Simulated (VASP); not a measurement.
A run of VASP 6.6.1 is set up as follows.

Contents of INCAR:

```
PREC = Accurate ; ENCUT = 520
EDIFF = 1E-6 ; ISMEAR = 0
SIGMA = 0.05 ; LREAL = F
LASPH = T ; NELM = 60
ALGO = Normal ; ISIF = 2
LWAVE = F ; LCHARG = F
NBANDS = 21
```

The input KPOINTS:

```
regular mesh
0
Gamma
  14 14 14
```

Contents of POSCAR:

```
Ge
1.0
    0.0000000000      2.8300000000      2.8300000000
    2.8300000000      0.0000000000      2.8300000000
    2.8300000000      2.8300000000      0.0000000000
Ge
2
Direct
    0.5000000000      0.5000000000      0.5000000000
    0.7500000000      0.7500000000      0.7500000000
```

Potentials or basis: VASP PAW LDA potentials, release 64 (Ge_d).

Launch:

```console
$ cat potpaw_LDA.64/Ge_d/POTCAR > POTCAR
$ mpirun -np 1 vasp_std > vasp.out
```

Q: What does it give for the band gap on the k mesh?

A: Zero (filled and empty bands touch).

Q: What does it give for the pressure?

A: -1.2 GPa.
